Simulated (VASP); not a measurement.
Here is a VASP 6.6.1 calculation.

The input INCAR:

```
SYSTEM = W
PREC = Accurate
ENCUT = 520
EDIFF = 1E-6
ISMEAR = 0
SIGMA = 0.15
LREAL = .False.
LASPH = .True.
NELM = 100
ALGO = Fast
ISIF = 2
LWAVE = .False.
LCHARG = .True.
LELF = .True.
LVHAR = .True.
NBANDS = 13
```

Contents of KPOINTS:

```
regular mesh
0
Gamma
  22 22 22
  0 0 0
```

POSCAR

```
W
1.0
    0.0000000000      1.9316442634      2.0336350805
    1.9316442634      0.0000000000      2.0336350805
    1.9316442634      1.9316442634      0.0000000000
W
1
Direct
    0.0000000000      0.0000000000      0.0000000000
```

Potentials or basis: VASP PAW LDA potentials, release 64 (W_sv).

Launch:

```console
$ cat potpaw_LDA.64/W_sv/POTCAR > POTCAR
$ mpirun -np 1 vasp_std > vasp.out
```

(1) Estimate the pressure.

(2) Predict the band gap on the k mesh.

## Answers

(1) 13.0 GPa.

(2) zero (bands 7 and 8 overlap by 4.54 eV).

Caveat: the cell stands under pressure; spin-orbit coupling is left out, which moves the levels of the heavy elements.
